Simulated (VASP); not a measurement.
Input of a VASP 6.6.1 run:

The input INCAR:

```
SYSTEM = MgW2Se6
  ALGO = Normal
  EDIFF = 1E-7
  ENCUT = 520
  GGA = PE
  ISIF = 2
  ISMEAR = 0
  ISPIN = 2
  LASPH = .True.
  LCHARG = .False.
  LMAXMIX = 4
  LORBIT = 11
  LREAL = .False.
  LWAVE = .False.
  MAGMOM = 0 0 0 0 0 0 0 0 0
  NBANDS = 47
  NELM = 150
  PREC = Accurate
  SIGMA = 0.1
```

The input KPOINTS:

```
k-points
0
Gamma
  4 4 4
  0 0 0
```

File POSCAR:

```
MgW2Se6
1.0
    0.0000000000      4.9329127400      4.9329127400
    4.9329127400      0.0000000000      4.9329127400
    4.9329127400      4.9329127400      0.0000000000
Mg W Se
1 2 6
Direct
    0.0000000000      0.0000000000      0.0000000000
    0.7500000000      0.7500000000      0.7500000000
    0.2500000000      0.2500000000      0.2500000000
    0.5000000000      0.0000000000      0.0000000000
    0.0000000000      0.5000000000      0.5000000000
    0.0000000000      0.5000000000      0.0000000000
    0.5000000000      0.0000000000      0.5000000000
    0.0000000000      0.0000000000      0.5000000000
    0.5000000000      0.5000000000      0.0000000000
```

Potentials or basis: VASP PAW PBE potentials, release 64 (Mg, W_sv, Se).

The run is started by

```console
$ cat potpaw_PBE.64/Mg/POTCAR potpaw_PBE.64/W_sv/POTCAR potpaw_PBE.64/Se/POTCAR > POTCAR
$ mpirun -np 1 vasp_std > vasp.out
```

(1) What does it give for the pressure?

(2) Predict the net moment.

(3) What does it give for the band gap on the k mesh?

Answers

(1) 1.3 GPa.

(2) 0.00 μB per cell.

(3) zero (filled and empty bands overlap).

Caveat: spin-orbit coupling is left out, which moves the levels of the heavy elements.
